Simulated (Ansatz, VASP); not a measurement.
## SiN in VASP and in Ansatz

```
Si N
1.0
     2.62846    0.00000    0.00000
     0.00000    2.62846    0.00000
     0.00000    0.00000    2.59141
Si N
1 1
Direct
  0.00000 0.00000 0.00000
  0.50000 0.50000 0.50000
```

Change from the starting cell: species swapped into the NbRh type (P4/mmm, No. 123).

Alike in both runs: functional PBE; k mesh 7 × 7 × 5; occupations gaussian, width 0.2 eV; no spin polarisation.

Ansatz relaxed the structure, and its values are those at the end. VASP's run is a single point on that final structure, the one shown.

|  | VASP | Ansatz |
| --- | --- | --- |
| version | VASP 6.6.1 | Ansatz 0.2.0 |
| potentials or method | VASP PAW PBE potentials, release 64 (Si, N), cutoff 600 eV | scalar-relativistic, plane waves, PAW |
| valence electrons in the cell | 9 | 9 |

Ansatz gave:

```
gap on the k mesh at the Fermi level (eV) : none
pressure (GPa)                            : -0.5
```

**Question.** Estimate VASP's values.

**Answer.** gap on the k mesh at the Fermi level (eV): none; pressure (GPa): -0.6.

A gap of «none» marks a metal or a gap that the smearing closes.

The k mesh is coarse, so the values compare programs but aren't converged.
